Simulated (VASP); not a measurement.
Set up this calculation in VASP 6.6.1, as the native input.

| Item | Value |
| --- | --- |
| Task | single point |
| Functional | PBE |
| Potentials or basis | VASP PAW PBE potentials, release 64 (Cu, I) |
| Cutoff | 600 eV |
| k mesh | 6 × 6 × 6 |
| Occupations | gaussian, width 0.05 eV |
| Spin | no spin polarisation |
| Dipole correction | no |
| Further INCAR settings | ALGO = Normal; EDIFF = 1e-06; NBANDS = 16 |

The structure of CuI lies in POSCAR:

```
CuI
1.0
    0.0000000000      3.0624684126      3.0624684126
    3.0624684126      0.0000000000      3.0624684126
    3.0624684126      3.0624684126      0.0000000000
Cu I
1 1
Direct
    0.7500000000      0.7500000000      0.7500000000
    0.0000000000      0.0000000000      0.0000000000
```

These files were run (other wordings do the same):

INCAR

```
PREC = Accurate
ENCUT = 600
EDIFF = 1E-6
ISMEAR = 0
SIGMA = 0.05
LREAL = F
LASPH = T
NELM = 120
ALGO = Normal
ISIF = 2
LWAVE = F
LCHARG = F
GGA = PE
NBANDS = 16
GGA_COMPAT = F
```

KPOINTS

```
regular mesh
0
Gamma
  6 6 6
```

Potentials or basis: VASP PAW PBE potentials, release 64 (Cu, I).

Run with:

```sh
$ cat potpaw_PBE.64/Cu/POTCAR potpaw_PBE.64/I/POTCAR > POTCAR
$ mpirun -np 1 vasp_std > vasp.out
```

Results of the run:

```json
{
  "Pressure": "-0.4 GPa",
  "Band gap on the k mesh": "1.07 eV"
}
```

Caveat: spin-orbit coupling is left out, which moves the levels of the heavy elements.

It took 20 s on 1 thread of AMD EPYC 7R43 64-Core Processor (Zen 3) (shared host), peak memory 0.17 GiB.
